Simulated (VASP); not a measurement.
# Ba (P-1) in VASP: electric field gradients with PBE

Aim: the electric field gradients of Ba with PBE.

Everything below comes from runs of VASP 6.6.1. Logs are shortened: lines on timing, memory, paths and dates and some standing lists are left out, and cuts for length are marked.

### Step 1. The cell of the first run

The typed cell holds 1 atom: a = 4.362 Å, b = 4.318 Å, c = 3.894 Å, α = 89.23°, β = 89.70°, γ = 120.44°.

### Step 2. Electric field gradients, PBE

File INCAR:

```
SYSTEM = Ba
PREC = Accurate
ENCUT = 400
EDIFF = 1E-8
ISMEAR = 0
SIGMA = 0.1
LREAL = .FALSE.
LASPH = .TRUE.
NELM = 120
ALGO = Normal
ISIF = 2
LWAVE = .FALSE.
LCHARG = .FALSE.
GGA = PE
LEFG = .TRUE.
NBANDS = 11
GGA_COMPAT = .FALSE.
```

File KPOINTS:

```
regular mesh
0
G
  3 3 3
  0 0 0
```

File POSCAR:

```
Ba
1.0
    4.3619319303     -0.0038329564      0.0113207088
   -2.1842854028      3.7248663978      0.0288451008
    0.0102751813      0.0361637121      3.8942118026
Ba
1
Direct
    0.0000000000      0.0000000000      0.0000000000
```

Potentials or basis: VASP PAW PBE potentials, release 64 (Ba_sv).

Launch:

```sh
> cat potpaw_PBE.64/Ba_sv/POTCAR > POTCAR
> mpirun -np 1 vasp_std > vasp.out
```

OUTCAR:

```text
SYSTEM = Ba
   PREC = Accurate
   ENCUT = 400
   EDIFF = 1E-8
   ISMEAR = 0
   LREAL = .FALSE.
   LASPH = .TRUE.
   NELM = 120
   ISIF = 2
   GGA = PE

 ion  position               nearest neighbor table
   1  0.000  0.000  0.000-

  LATTYP: Found a triclinic cell.
 ALAT       =     4.3115945499
 B/A-ratio  =     1.0116786851
 C/A-ratio  =     0.9032373585
 COS(alpha) =     0.0052254973
 COS(beta)  =     0.0186621064
 COS(gamma) =     0.5043314725

  Lattice vectors:

 A1 = (  -2.1776465275,  -3.7210334414,  -0.0401658096)
 A2 = (  -4.3619319303,   0.0038329564,  -0.0113207088)
 A3 = (  -0.0102751813,  -0.0361637121,  -3.8942118026)

Analysis of symmetry for initial positions (statically):
=====================================================================
 Subroutine PRICEL returns:
 Original cell was already a primitive cell.

 Routine SETGRP: Setting up the symmetry group for a
 triclinic supercell.

 Subroutine GETGRP returns: Found  2 space group operations
 (whereof  2 operations were pure point group operations)
 out of a pool of  2 trial point group operations.

The static configuration has the point symmetry S_2 .

Analysis of symmetry for dynamics (positions and initial velocities):
=====================================================================
 Subroutine PRICEL returns:
 Original cell was already a primitive cell.

 Routine SETGRP: Setting up the symmetry group for a
 triclinic supercell.

 Subroutine GETGRP returns: Found  2 space group operations
 (whereof  2 operations were pure point group operations)
 out of a pool of  2 trial point group operations.

The dynamic configuration has the point symmetry S_2 .

 Subroutine INISYM returns: Found  2 space group operations
 (whereof  2 operations are pure point group operations),
 and found     1 'primitive' translations

----------------------------------------------------------------------------------------

                                     Primitive cell

  volume of cell :      63.2332

  direct lattice vectors                    reciprocal lattice vectors
     4.361931930 -0.003832956  0.011320709     0.229379237  0.134523808 -0.001854494
    -2.184285403  3.724866398  0.028845101     0.000242527  0.268627547 -0.002495258
     0.010275181  0.036163712  3.894211803    -0.000668616 -0.002380840  0.256815248

  length of vectors
     4.361948305  4.318166792  3.894393272     0.265922787  0.268639245  0.256827154

  position of ions in fractional coordinates (direct lattice)
     0.000000000  0.000000000  0.000000000

  ion indices of the primitive-cell ions
   primitive index   ion index
                 1           1

----------------------------------------------------------------------------------------

 KPOINTS: regular mesh

Automatic generation of k-mesh.
 Grid dimensions read from file:
 generate k-points for:    3    3    3

 Generating k-lattice:

  Cartesian coordinates                     Fractional coordinates (reciprocal lattice)
     0.076459746  0.044841269 -0.000618165     0.333333333 -0.000000000  0.000000000
     0.000080842  0.089542516 -0.000831753     0.000000000  0.333333333  0.000000000
    -0.000222872 -0.000793613  0.085605083     0.000000000  0.000000000  0.333333333

  Length of vectors
     0.088640929  0.089546415  0.085609051

  Shift w.r.t. Gamma in fractional coordinates (k-lattice)
     0.000000000  0.000000000  0.000000000

 Subroutine IBZKPT returns following result:
 ===========================================

 Found     14 irreducible k-points:

 Following reciprocal coordinates:
            Coordinates               Weight
  0.000000  0.000000  0.000000      1.000000
  0.333333  0.000000  0.000000      2.000000
 -0.000000  0.333333  0.000000      2.000000
  0.333333  0.333333  0.000000      2.000000
 -0.333333  0.333333  0.000000      2.000000
  0.000000 -0.000000  0.333333      2.000000
  0.333333  0.000000  0.333333      2.000000
 -0.333333  0.000000  0.333333      2.000000
 -0.000000  0.333333  0.333333      2.000000
  0.333333  0.333333  0.333333      2.000000
 -0.333333  0.333333  0.333333      2.000000
 -0.000000 -0.333333  0.333333      2.000000
  0.333333 -0.333333  0.333333      2.000000
 -0.333333 -0.333333  0.333333      2.000000
   k-points           NKPTS =     14   k-points in BZ     NKDIM =     14   number of bands    NBANDS=     11
   number of dos      NEDOS =    301   number of ions     NIONS =      1
   total plane-waves  NPLWV =  21952
   dimension x,y,z NGX =    28 NGY =   28 NGZ =   28
   dimension x,y,z NGXF=    56 NGYF=   56 NGZF=   56
   ions per type =               1
   NGX,Y,Z   is equivalent  to a cutoff of  10.67, 10.78, 11.95 a.u.
   NGXF,Y,Z  is equivalent  to a cutoff of  21.34, 21.56, 23.91 a.u.
 SYSTEM =  Ba
   PREC   = accura    normal or accurate (medium, high low for compatibility)
   ISTART =      0    job   : 0-new  1-cont  2-samecut
   ICHARG =      2    charge: 1-file 2-atom 10-const
   ISPIN  =      1    spin polarized calculation?
   LNONCOLLINEAR =      F non collinear calculations
   LSORBIT =      F    spin-orbit coupling
   LASPH  =      T    aspherical Exc in radial PAW
   ENCUT  =  400.0 eV  29.40 Ry    5.42 a.u.   7.11  7.04  6.35*2*pi/ulx,y,z
   NELM   =    120;   NELMIN=  2; NELMDL= -5     # of ELM steps
   EDIFF  = 0.1E-07   stopping-criterion for ELM
   LREAL  =      F    real-space projection
   EDIFFG = 0.1E-06   stopping-criterion for IOM
   NSW    =      0    number of steps for IOM
   IBRION =     -1    ionic relax: 0-MD 1-quasi-New 2-CG
   NFREE  =      0    steps in history (QN), initial steepest desc. (CG)
   ISIF   =      2    stress and relaxation
   ISYM   =      2    0-nonsym 1-usesym 2-fastsym
   POTIM  = 0.5000    time-step for ionic-motion
   TEBEG  =    0.0;   TEEND  =   0.0 temperature during run
   PSTRESS=    0.0 pullay stress
   NELECT =      10.0000    total number of electrons
   NUPDOWN=      -1.0000    fix difference up-down
   EMIN   =  10.00;   EMAX   =-10.00  energy-range for DOS
   EFERMI =   0.00;   METHOD = LEGACY
   ISMEAR =     0;   SIGMA  =   0.10  broadening in eV -4-tet -1-fermi 0-gaus
   EFERMI_NEDOS =   21; number of points for ismear=-14 and -15
   IALGO  =     38    algorithm
   IMIX   =      4    mixing-type and parameters
     AMIX     =   0.40;   BMIX     =  1.00
     AMIX_MAG =   1.60;   BMIX_MAG =  1.00
  volume/ion in A,a.u.               =      63.23       426.72
  Fermi-wavevector in a.u.,A,eV,Ry     =   0.885306  1.672985 10.663783  0.783766
  Thomas-Fermi vector in A             =   2.006321
   LORBIT       =      0    0 simple, 1 ext, 2 COOP (PROOUT), +10 PAW based schemes
   GGA     = PE    functional components
   LHFCALC =     F    Hartree Fock is set to
   AEXX    =    0.0000 exact exchange contribution
   IVDW    =     0    specifies the selected vdW correction
   LEPSILON=     F    determine dielectric tensor
   LRPA    =     F    only Hartree local field effects (RPA)
 non-spin polarized calculation
 Gauss-broadening in eV      SIGMA  =   0.10
  energy-cutoff  :      400.00
  volume of cell :       63.23
 maximum number of plane-waves:      1165
   NGX = 15   NGY = 15   NGZ = 13

 number of electron      10.0000000 magnetization

 number of electron       9.9999998 magnetization

 Free energy of the ion-electron system (eV)
  ---------------------------------------------------
  ext. energy  EPLUGINS =         0.00000000
  ---------------------------------------------------
  free energy    TOTEN  =        -1.65322887 eV

  energy without entropy =       -1.63068802  energy(sigma->0) =       -1.64195845

 E-fermi :   1.7864     XC(G=0):  -7.3814

 val. band max:        1.7669085812   @ k =   0.3333   0.3333   0.3333
 cond. band min:       1.7895748155   @ k =   0.0000   0.0000   0.0000
 fundamental gap:      0.0226662343
 Fermi energy:         1.7864488460

 k-point     1 :       0.0000    0.0000    0.0000
  band No.  band energies     occupation
      1     -27.4568      2.00000
      2     -12.4166      2.00000
      3     -12.4080      2.00000
      4     -12.2413      2.00000
      5      -1.0453      2.00000
      6       1.7896      0.96474
      7       3.2248      0.00000
      8       3.3846      0.00000
      9       6.4932      0.00000
     10       6.5179      0.00000
     11       7.6463      0.00000

 k-point     2 :       0.3333    0.0000    0.0000
  band No.  band energies     occupation
      1     -27.4275      2.00000
      2     -12.7690      2.00000
      3     -12.4909      2.00000
      4     -12.2048      2.00000
      5       0.3295      2.00000
      6       1.9230      0.05341
      7       2.5384      0.00000
      8       4.9670      0.00000
      9       5.0518      0.00000
     10       6.2066      0.00000
     11       7.7953      0.00000

 k-point     3 :      -0.0000    0.3333    0.0000
  band No.  band energies     occupation
      1     -27.4257      2.00000
      2     -12.7743      2.00000
      3     -12.5046      2.00000
      4     -12.2028      2.00000
      5       0.3552      2.00000
      6       1.9252      0.04980
      7       2.5769      0.00000
      8       4.9644      0.00000
      9       4.9996      0.00000
     10       6.1644      0.00000
     11       7.8579      0.00000

 k-point     4 :       0.3333    0.3333    0.0000
  band No.  band energies     occupation
      1     -27.4120      2.00000
      2     -12.7483      2.00000
      3     -12.7364      2.00000
      4     -12.1856      2.00000
      5       1.9069      0.08856
      6       1.9742      0.00791
      7       2.0474      0.00022
      8       5.1334      0.00000
      9       5.1525      0.00000
     10       5.7982      0.00000
     11       6.9850      0.00000
[... 99 lines left out ...]
 k-point    12 :      -0.0000   -0.3333    0.3333
  band No.  band energies     occupation
      1     -27.3755      2.00000
      2     -12.7811      2.00000
      3     -12.6962      2.00000
      4     -12.4427      2.00000
      5       1.1066      2.00000
      6       1.9491      0.02147
      7       3.8255      0.00000
      8       3.9411      0.00000
      9       4.5698      0.00000
     10       5.4885      0.00000
     11       7.7303      0.00000

 k-point    13 :       0.3333   -0.3333    0.3333
  band No.  band energies     occupation
      1     -27.3776      2.00000
      2     -12.7843      2.00000
      3     -12.6890      2.00000
      4     -12.4274      2.00000
      5       1.0759      2.00000
      6       1.9392      0.03079
      7       3.8078      0.00000
      8       4.0197      0.00000
      9       4.4910      0.00000
     10       5.5157      0.00000
     11       7.7507      0.00000

 k-point    14 :      -0.3333   -0.3333    0.3333
  band No.  band energies     occupation
      1     -27.3623      2.00000
      2     -12.7529      2.00000
      3     -12.6707      2.00000
      4     -12.6603      2.00000
      5       1.7564      1.32904
      6       1.7645      1.24398
      7       3.4699      0.00000
      8       3.5313      0.00000
      9       4.9463      0.00000
     10       6.3295      0.00000
     11       9.1346      0.00000

------------------------ aborting loop because EDIFF is reached ----------------------------------------

  FORCE on cell =-STRESS in cart. coord.  units (eV):
  Direction    XX          YY          ZZ          XY          YZ          ZX
  --------------------------------------------------------------------------------------
  -------------------------------------------------------------------------------------
  Total       -0.1860836     -0.0987364      0.0616596      0.0059693      0.0117493      0.0036355
  in kB       -4.7149126     -2.5017451      1.5623079      0.1512480      0.2976986      0.0921148
  external PRESSURE =      -1.8847833 kB  Pullay stress =       0.0000000 kB

 VOLUME and BASIS-vectors are now :
 -----------------------------------------------------------------------------
  energy-cutoff  :      400.00
  volume of cell :       63.23
      direct lattice vectors                 reciprocal lattice vectors
     4.361931930 -0.003832956  0.011320709     0.229379237  0.134523808 -0.001854494
    -2.184285403  3.724866398  0.028845101     0.000242527  0.268627547 -0.002495258
     0.010275181  0.036163712  3.894211803    -0.000668616 -0.002380840  0.256815248

 POSITION                                       TOTAL-FORCE (eV/Angst)
 -----------------------------------------------------------------------------------
      0.00000      0.00000      0.00000        -0.000000      0.000000      0.000000
 -----------------------------------------------------------------------------------
    total drift:                               -0.000000     -0.000000     -0.000000

  FREE ENERGIE OF THE ION-ELECTRON SYSTEM (eV)
  ---------------------------------------------------
  free  energy   TOTEN  =        -1.6532288737 eV

  energy  without entropy=       -1.6306880250  energy(sigma->0) =       -1.64195845

 Electric field gradients (V/A^2)
---------------------------------------------------------------------
 ion       V_xx      V_yy      V_zz      V_xy      V_xz      V_yz
---------------------------------------------------------------------
   1      -7.738    -2.112     9.850     0.324     1.581     5.689
---------------------------------------------------------------------

 Electric field gradients after diagonalization (V/A^2)
 (convention: |V_zz| > |V_xx| > |V_yy|)
----------------------------------------------------------------------
 ion       V_xx      V_yy      V_zz     asymmetry (V_yy - V_xx)/ V_zz
----------------------------------------------------------------------
   1      -7.888    -4.362    12.250       0.288
----------------------------------------------------------------------

           NMR quadrupolar parameters

 Cq : quadrupolar parameter    Cq=e*Q*V_zz/h
 eta: asymmetry parameters     (V_yy - V_xx)/ V_zz
 Q  : nuclear electric quadrupole moment in mb (millibarn)
----------------------------------------------------------------------
 ion       Cq(MHz)       eta       Q (mb)
----------------------------------------------------------------------
   1       0.030       0.288       1.000
----------------------------------------------------------------------
```

It took 5.8 s on 1 thread of Intel Xeon 6975P-C (Granite Rapids), shared host; peak memory 0.15 GiB.

Results:

- Free energy: -1.6532 eV
- Pressure: -0.2 GPa
- Band gap on the k mesh: zero (band 5 reaches 1.91 eV, above the bottom of band 6 at 1.76 eV)

Stress tensor (GPa, compression positive):
```
-0.47  0.02  0.01
 0.02 -0.25  0.03
 0.01  0.03  0.16
```

Electric field gradients, principal values (V/Å²):
```csv
atom,least,middle,greatest (by size)
1 Ba,-4.362,-7.888,12.250
```

Caveat: the k points lie up to 0.56 Å⁻¹ apart; without QUAD_EFG the Cq values of the log hold for a quadrupole moment of 1 mb, not for the nuclei; spin-orbit coupling is left out, which moves the levels of the heavy elements.
